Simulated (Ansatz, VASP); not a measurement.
# Rh in VASP and in Ansatz

```xyz
2
Lattice="2.6915 0.0000 0.0000 -1.3458 2.3309 0.0000 0.0000 0.0000 4.3365" Properties=species:S:1:pos:R:3 pbc="T T T"
Rh    1.3458    0.7770    3.2524
Rh    0.0000    1.5539    1.0841
```

Alike in both runs: functional PBEsol; k mesh 18 × 18 × 10; occupations fermi-dirac, width 0.15 eV; no spin polarisation.

Ansatz relaxed the structure, and its values are those at the end. VASP's run is a single point on that final structure, the one shown.

|  | VASP | Ansatz |
| --- | --- | --- |
| version | VASP 6.6.1 | Ansatz 0.2.0 |
| potentials or method | VASP PAW PBE potentials, release 64 (Rh_pv), cutoff 520 eV | scalar-relativistic, plane waves, PAW |
| valence electrons in the cell | 30 | 34 |

```tsv
	VASP	Ansatz	Ansatz less VASP
gap on the k mesh at the Fermi level (eV)	none	none	-
pressure (GPa)	0.0	0.0	-0.01
```

VASP's potentials were made for PBE, not for PBEsol. A gap of «none» marks a metal or a gap that the smearing closes. VASP's potentials hold 30 valence electrons a cell and Ansatz's 34, so a difference there can come from the potentials and not from the codes.
